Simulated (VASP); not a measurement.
# Mo (C2/m) in VASP: a series of runs

Runs on Mo. Level: PBE. Tasks: single point.

All numbers are computed with VASP 6.6.1; they aren't measurements. Logs are shortened: lines on timing, memory, paths and dates and some standing lists are left out, and cuts for length are marked.

## Step 1: The cell of the first run

Symmetry: C2/m, No. 12, monoclinic system. Conventional cell: a = 4.026 Å, b = 4.002 Å, c = 2.739 Å, α = 90.00°, β = 124.28°, γ = 90.00°. Mo (site symmetry 2/m) has 12 Mo at 2.74 to 3.36 Å within 3.6 Å.

## Step 2: Single point, PBE (engineering shear strain xz -0.2200, normal strain along z +0.1500)

INCAR reads:

```
PREC = Accurate
ENCUT = 520
EDIFF = 1E-6
ISMEAR = 0
SIGMA = 0.15
LREAL = F
LASPH = T
NELM = 80
ALGO = Fast
ISIF = 2
LWAVE = F
LCHARG = T
GGA = PE
LELF = T
LVHAR = T
NBANDS = 13
```

KPOINTS reads:

```
Automatic mesh
0
Gamma
  20 20 20
```

POSCAR reads:

```
Mo
1.0
   -0.2201130824      2.0010280217      2.3011822250
    1.7809149393      0.0000000000      2.0810691426
    2.0010280217      2.0010280217     -0.2201130824
Mo
1
Direct
    0.0000000000      0.0000000000      0.0000000000
```

Potentials or basis: VASP PAW PBE potentials, release 64 (Mo_sv).

Run with:

```
cat potpaw_PBE.64/Mo_sv/POTCAR > POTCAR
mpirun -np 1 vasp_std > vasp.out
```

OUTCAR:

```text
PREC = Accurate
   ENCUT = 520
   EDIFF = 1E-6
   ISMEAR = 0
   LREAL = F
   LASPH = T
   NELM = 80
   ISIF = 2
   GGA = PE

 ion  position               nearest neighbor table
   1  0.000  0.000  0.000-

  LATTYP: Found a base centered monoclinic cell.
 ALAT       =     4.0261956796
 B/A-ratio  =     0.9940043559
 C/A-ratio  =     0.6803122957
 COS(beta)  =    -0.5632173950

  Lattice vectors:

 A1 = (  -2.0010280217,   2.0010280217,   0.2201130824)
 A2 = (  -2.0010280217,  -2.0010280217,   0.2201130824)
 A3 = (   1.7809149393,   0.0000000000,   2.0810691426)

Analysis of symmetry for initial positions (statically):
=====================================================================
 Subroutine PRICEL returns:
 Original cell was already a primitive cell.

 Routine SETGRP: Setting up the symmetry group for a
 base centered monoclinic supercell.

 Subroutine GETGRP returns: Found  4 space group operations
 (whereof  4 operations were pure point group operations)
 out of a pool of  4 trial point group operations.

The static configuration has the point symmetry C_2h.

Analysis of symmetry for dynamics (positions and initial velocities):
=====================================================================
 Subroutine PRICEL returns:
 Original cell was already a primitive cell.

 Routine SETGRP: Setting up the symmetry group for a
 base centered monoclinic supercell.

 Subroutine GETGRP returns: Found  4 space group operations
 (whereof  4 operations were pure point group operations)
 out of a pool of  4 trial point group operations.

The dynamic configuration has the point symmetry C_2h.

 Subroutine INISYM returns: Found  4 space group operations
 (whereof  4 operations are pure point group operations),
 and found     1 'primitive' translations

----------------------------------------------------------------------------------------

                                     Primitive cell

  volume of cell :      18.2345

  direct lattice vectors                    reciprocal lattice vectors
    -0.220113082  2.001028022  2.301182225    -0.228373694  0.249871563  0.195435180
     1.780914939  0.000000000  2.081069143     0.276683513 -0.249871563  0.243745000
     2.001028022  2.001028022 -0.220113082     0.228373694  0.249871563 -0.195435180

  length of vectors
     3.057450334  2.739070426  2.838428448     0.390877540  0.445422484  0.390877540

  position of ions in fractional coordinates (direct lattice)
     0.000000000  0.000000000  0.000000000

  ion indices of the primitive-cell ions
   primitive index   ion index
                 1           1

----------------------------------------------------------------------------------------

 KPOINTS: Automatic mesh

Automatic generation of k-mesh.
 Grid dimensions read from file:
 generate k-points for:   20   20   20

 Generating k-lattice:

  Cartesian coordinates                     Fractional coordinates (reciprocal lattice)
    -0.011418685  0.012493578  0.009771759     0.050000000 -0.000000000 -0.000000000
     0.013834176 -0.012493578  0.012187250     0.000000000  0.050000000  0.000000000
     0.011418685  0.012493578 -0.009771759    -0.000000000  0.000000000  0.050000000

  Length of vectors
     0.019543877  0.022271124  0.019543877

  Shift w.r.t. Gamma in fractional coordinates (k-lattice)
     0.000000000  0.000000000  0.000000000

 Subroutine IBZKPT returns following result:
 ===========================================

 Found   2112 irreducible k-points:

 Following reciprocal coordinates:
            Coordinates               Weight
  0.000000  0.000000  0.000000      1.000000
  0.050000  0.000000 -0.000000      4.000000
  0.100000  0.000000 -0.000000      4.000000
  0.150000  0.000000 -0.000000      4.000000
  0.200000  0.000000 -0.000000      4.000000
  0.250000  0.000000 -0.000000      4.000000
[... 16 lines left out ...]
 -0.450000  0.050000  0.000000      4.000000
 -0.400000  0.050000  0.000000      4.000000
 [... further k-points ...]
   k-points           NKPTS =   2112   k-points in BZ     NKDIM =   2112   number of bands    NBANDS=     13
   number of dos      NEDOS =    301   number of ions     NIONS =      1
   total plane-waves  NPLWV =  11520
   dimension x,y,z NGX =    24 NGY =   20 NGZ =   24
   dimension x,y,z NGXF=    48 NGYF=   40 NGZF=   48
   ions per type =               1
   NGX,Y,Z   is equivalent  to a cutoff of  13.05, 12.14, 14.06 a.u.
   NGXF,Y,Z  is equivalent  to a cutoff of  26.10, 24.28, 28.11 a.u.
 SYSTEM =  unknown system
   PREC   = accura    normal or accurate (medium, high low for compatibility)
   ISTART =      0    job   : 0-new  1-cont  2-samecut
   ICHARG =      2    charge: 1-file 2-atom 10-const
   ISPIN  =      1    spin polarized calculation?
   LNONCOLLINEAR =      F non collinear calculations
   LSORBIT =      F    spin-orbit coupling
   LASPH  =      T    aspherical Exc in radial PAW
   ENCUT  =  520.0 eV  38.22 Ry    6.18 a.u.   5.68  5.09  5.28*2*pi/ulx,y,z
   NELM   =     80;   NELMIN=  2; NELMDL= -5     # of ELM steps
   EDIFF  = 0.1E-05   stopping-criterion for ELM
   LREAL  =      F    real-space projection
   EDIFFG = 0.1E-04   stopping-criterion for IOM
   NSW    =      0    number of steps for IOM
   IBRION =     -1    ionic relax: 0-MD 1-quasi-New 2-CG
   NFREE  =      0    steps in history (QN), initial steepest desc. (CG)
   ISIF   =      2    stress and relaxation
   ISYM   =      2    0-nonsym 1-usesym 2-fastsym
   POTIM  = 0.5000    time-step for ionic-motion
   TEBEG  =    0.0;   TEEND  =   0.0 temperature during run
   PSTRESS=    0.0 pullay stress
   NELECT =      14.0000    total number of electrons
   NUPDOWN=      -1.0000    fix difference up-down
   EMIN   =  10.00;   EMAX   =-10.00  energy-range for DOS
   EFERMI =   0.00;   METHOD = LEGACY
   ISMEAR =     0;   SIGMA  =   0.15  broadening in eV -4-tet -1-fermi 0-gaus
   EFERMI_NEDOS =   21; number of points for ismear=-14 and -15
   IALGO  =     68    algorithm
   IMIX   =      4    mixing-type and parameters
     AMIX     =   0.40;   BMIX     =  1.00
     AMIX_MAG =   1.60;   BMIX_MAG =  1.00
  volume/ion in A,a.u.               =      18.23       123.05
  Fermi-wavevector in a.u.,A,eV,Ry     =   1.499062  2.832817 30.574840  2.247187
  Thomas-Fermi vector in A             =   2.610741
   LORBIT       =      0    0 simple, 1 ext, 2 COOP (PROOUT), +10 PAW based schemes
   GGA     = PE    functional components
   LHFCALC =     F    Hartree Fock is set to
   AEXX    =    0.0000 exact exchange contribution
   IVDW    =     0    specifies the selected vdW correction
   LEPSILON=     F    determine dielectric tensor
   LRPA    =     F    only Hartree local field effects (RPA)
 non-spin polarized calculation
 RMM-DIIS sequential band-by-band and
 Gauss-broadening in eV      SIGMA  =   0.15
  energy-cutoff  :      520.00
  volume of cell :       18.23
 maximum number of plane-waves:       506
   NGX = 11   NGY = 11   NGZ = 11

 number of electron      14.0000002 magnetization

 Free energy of the ion-electron system (eV)
  ---------------------------------------------------
  ext. energy  EPLUGINS =         0.00000000
  ---------------------------------------------------
  free energy    TOTEN  =       -10.38565081 eV

  energy without entropy =      -10.37410359  energy(sigma->0) =      -10.37987720

 E-fermi :  10.2401     XC(G=0): -12.5056

 val. band max:       10.2384857088   @ k =  -0.3500   0.1500   0.0500
 cond. band min:      10.2427764396   @ k =   0.3500  -0.3000   0.2500
 fundamental gap:      0.0042907308
 Fermi energy:        10.2401038172

 k-point     1 :       0.0000    0.0000    0.0000
  band No.  band energies     occupation
      1     -50.9698      2.00000
      2     -24.6538      2.00000
      3     -24.5212      2.00000
      4     -24.2671      2.00000
      5       3.6389      2.00000
      6       7.7807      2.00000
      7       8.8803      2.00000
      8      10.8532      0.00000
      9      11.2227      0.00000
     10      12.6046      0.00000
     11      23.0263      0.00000
     12      24.6549      0.00000
     13      29.1822      0.00000

 k-point     2 :       0.0500    0.0000   -0.0000
  band No.  band energies     occupation
      1     -50.9672      2.00000
      2     -24.6635      2.00000
      3     -24.5309      2.00000
      4     -24.2704      2.00000
      5       3.7171      2.00000
      6       7.8070      2.00000
      7       8.8561      2.00000
      8      10.8693      0.00000
      9      11.2336      0.00000
     10      12.5572      0.00000
     11      23.1300      0.00000
     12      24.6446      0.00000
     13      28.9989      0.00000

 k-point     3 :       0.1000    0.0000   -0.0000
  band No.  band energies     occupation
      1     -50.9597      2.00000
      2     -24.7001      2.00000
      3     -24.5509      2.00000
      4     -24.2792      2.00000
      5       3.9442      2.00000
      6       7.8823      2.00000
      7       8.7874      2.00000
      8      10.9094      0.00000
      9      11.2819      0.00000
     10      12.4291      0.00000
     11      23.3935      0.00000
     12      24.5431      0.00000
     13      28.6680      0.00000

 k-point     4 :       0.1500    0.0000   -0.0000
  band No.  band energies     occupation
      1     -50.9480      2.00000
      2     -24.7744      2.00000
      3     -24.5653      2.00000
      4     -24.2916      2.00000
      5       4.2957      2.00000
      6       7.9979      2.00000
      7       8.6904      2.00000
      8      10.9444      0.00000
      9      11.4049      0.00000
     10      12.2612      0.00000
     11      23.5597      0.00000
     12      24.3414      0.00000
     13      28.6638      0.00000

 k-point     5 :       0.2000    0.0000   -0.0000
  band No.  band energies     occupation
      1     -50.9331      2.00000
      2     -24.8801      2.00000
      3     -24.5715      2.00000
      4     -24.3055      2.00000
      5       4.7263      2.00000
      6       8.1439      2.00000
      7       8.6011      2.00000
      8      10.9494      0.00000
      9      11.5967      0.00000
     10      12.1336      0.00000
     11      23.0393      0.00000
     12      24.4514      0.00000
     13      29.0984      0.00000

 k-point     6 :       0.2500    0.0000   -0.0000
  band No.  band energies     occupation
      1     -50.9166      2.00000
      2     -25.0016      2.00000
      3     -24.5735      2.00000
      4     -24.3198      2.00000
      5       5.1644      2.00000
      6       8.3095      2.00000
      7       8.5797      2.00000
      8      10.9181      0.00000
      9      11.7128      0.00000
     10      12.2256      0.00000
     11      22.1127      0.00000
     12      24.5436      0.00000
     13      29.7121      0.00000

 k-point     7 :       0.3000    0.0000   -0.0000
  band No.  band energies     occupation
      1     -50.9001      2.00000
      2     -25.1239      2.00000
      3     -24.5737      2.00000
      4     -24.3330      2.00000
      5       5.5220      2.00000
      6       8.4174      2.00000
      7       8.7635      2.00000
      8      10.8473      0.00000
      9      11.7307      0.00000
     10      12.5583      0.00000
     11      21.0805      0.00000
     12      24.3830      0.00000
     13      29.8694      0.00000
[... 193 lines left out ...]
 k-point    20 :       0.4000    0.0500    0.0000
  band No.  band energies     occupation
      1     -50.8778      2.00000
      2     -25.2601      2.00000
      3     -24.5830      2.00000
      4     -24.3723      2.00000
      5       5.8729      2.00000
      6       8.4298      2.00000
      7       9.4264      2.00000
      8      10.6964      0.00002
      9      11.8549      0.00000
     10      13.1951      0.00000
     11      19.5604      0.00000
     12      23.9914      0.00000
     13      28.3886      0.00000

 k-point    21 :       0.4500    0.0500   -0.0000
  band No.  band energies     occupation
      1     -50.8673      2.00000
      2     -25.3357      2.00000
      3     -24.5828      2.00000
      4     -24.3776      2.00000
      5       5.9391      2.00000
      6       8.4405      2.00000
      7       9.9339      1.99611
      8      10.6181      0.00036
      9      11.8826      0.00000
     10      13.4943      0.00000
     11      18.8162      0.00000
     12      23.7306      0.00000
     13      27.7880      0.00000

 k-point    22 :       0.5000    0.0500    0.0000
  band No.  band energies     occupation
      1     -50.8613      2.00000
      2     -25.3789      2.00000
      3     -24.5821      2.00000
      4     -24.3790      2.00000
      5       5.9645      2.00000
      6       8.4604      2.00000
      7      10.1977      1.31072
      8      10.5671      0.00205
      9      11.9098      0.00000
     10      13.7049      0.00000
     11      18.4092      0.00000
     12      23.5926      0.00000
     13      27.4392      0.00000

 k-point    23 :      -0.4500    0.0500    0.0000
  band No.  band energies     occupation
      1     -50.8605      2.00000
      2     -25.3856      2.00000
      3     -24.5810      2.00000
      4     -24.3769      2.00000
      5       5.9752      2.00000
      6       8.4842      2.00000
      7      10.0923      1.83659
      8      10.5584      0.00269
      9      11.9192      0.00000
     10      13.7800      0.00000
     11      18.4285      0.00000
     12      23.6063      0.00000
     13      27.4372      0.00000

 k-point    24 :      -0.4000    0.0500    0.0000
  band No.  band energies     occupation
      1     -50.8648      2.00000
      2     -25.3549      2.00000
      3     -24.5797      2.00000
      4     -24.3717      2.00000
      5       5.9704      2.00000
      6       8.5005      2.00000
      7       9.7113      2.00000
      8      10.5940      0.00085
      9      11.8693      0.00000
     10      13.6508      0.00000
     11      18.8846      0.00000
     12      23.7742      0.00000
     13      27.8295      0.00000

 [... further k-points ...]
[... 5 lines left out ...]
  --------------------------------------------------------------------------------------
  -------------------------------------------------------------------------------------
  Total       -2.6741927     -2.1268435     -2.1564505      0.0000000      0.0000000      0.5260914
  in kB     -234.9685150   -186.8755655   -189.4769884      0.0000000      0.0000000     46.2251333
  external PRESSURE =    -203.7736896 kB  Pullay stress =       0.0000000 kB

 VOLUME and BASIS-vectors are now :
 -----------------------------------------------------------------------------
  energy-cutoff  :      520.00
  volume of cell :       18.23
      direct lattice vectors                 reciprocal lattice vectors
    -0.220113082  2.001028022  2.301182225    -0.228373694  0.249871563  0.195435180
     1.780914939  0.000000000  2.081069143     0.276683513 -0.249871563  0.243745000
     2.001028022  2.001028022 -0.220113082     0.228373694  0.249871563 -0.195435180

 POSITION                                       TOTAL-FORCE (eV/Angst)
 -----------------------------------------------------------------------------------
      0.00000      0.00000      0.00000         0.000000      0.000000      0.000000
 -----------------------------------------------------------------------------------
    total drift:                                0.000000      0.000000      0.000000

  FREE ENERGIE OF THE ION-ELECTRON SYSTEM (eV)
  ---------------------------------------------------
  free  energy   TOTEN  =       -10.3856508086 eV

  energy  without entropy=      -10.3741035924  energy(sigma->0) =      -10.37987720
```

Run time: 3.3 min. Hardware: 1 thread of Intel Xeon 6975P-C, shared host; peak memory 0.54 GiB.

What came out:

```
Free energy            : -10.3857 eV
Pressure               : -20.4 GPa
Band gap on the k mesh : zero (band 7 reaches 12.99 eV, above the bottom of band 8 at 9.44 eV)
```

Levels at points of the mesh, in eV from the Fermi level:
```
           k point  band 3  band 4  band 5  band 6  band 7  band 8  band 9  band 10  band 11  band 12
(0.00, 0.00, 0.00)  -34.76  -34.51   -6.60   -2.46   -1.36    0.61    0.98     2.36    12.79    14.41
(0.50, 0.00, 0.00)  -34.81  -34.60   -4.36   -1.77    0.15    0.34    1.62     3.34     8.16    13.21
(0.00, 0.50, 0.00)  -35.12  -34.81   -4.38   -2.53    0.11    1.94    2.56     3.93    10.46    11.26
(0.50, 0.50, 0.00)  -34.92  -34.89   -4.43   -3.77    1.75    2.59    2.88     3.56    10.35    12.43
(0.50, 0.00, 0.50)  -35.38  -34.73   -4.54   -3.94    2.75    2.89    3.84     4.24     7.84    12.93
(0.00, 0.50, 0.50)  -35.22  -35.09   -4.49   -3.88    1.30    3.97    4.03     4.18    10.17    11.32
```

Caveat: the cell differs from its parent crystal (engineering shear strain xz -0.2200, normal strain along z +0.1500).

[end of part 1 of 2]
